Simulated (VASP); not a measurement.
Here is a VASP 6.6.1 calculation.

INCAR

```
PREC = Accurate ; ENCUT = 520
EDIFF = 1E-6 ; ISMEAR = 0
SIGMA = 0.15 ; LREAL = False
LASPH = True ; NELM = 80
ALGO = Normal ; ISIF = 2
LWAVE = False ; LCHARG = False
GGA = CA ; NBANDS = 30
```

Contents of KPOINTS:

```
regular mesh
0
Gamma
  14 14 14
```

File POSCAR:

```
Cu3O2
1.0
   -1.8963500000      1.8963500000      3.8755500000
    1.8963500000     -1.8963500000      3.8755500000
    1.8963500000      1.8963500000     -3.8755500000
Cu O
3 2
Direct
    0.2500000000      0.7500000000      0.5000000000
    0.7500000000      0.2500000000      0.5000000000
    0.0000000000      0.0000000000      0.0000000000
    0.0000000000      0.5000000000      0.5000000000
    0.5000000000      0.0000000000      0.5000000000
```

Potentials or basis: VASP PAW LDA potentials, release 64 (Cu, O).

Command:

```console
$ cat potpaw_LDA.64/Cu/POTCAR potpaw_LDA.64/O/POTCAR > POTCAR
$ mpirun -np 1 vasp_std > vasp.out
```

Problem. What does it give for the band gap on the k mesh?

Solution. Zero (an odd number of electrons rules out a gap without spin polarisation).

Problem. Predict the pressure.

Solution. -7.5 GPa.

Stress tensor (GPa, compression positive):
```
  2.47   0.00   0.00
  0.00   2.47   0.00
  0.00   0.00 -27.52
```

Caveat: the stress differs along the axes, from -28 to 2 GPa. With open d or f shells a metallic result of LDA can be an artefact of self-interaction; +U or a hybrid may open a gap.
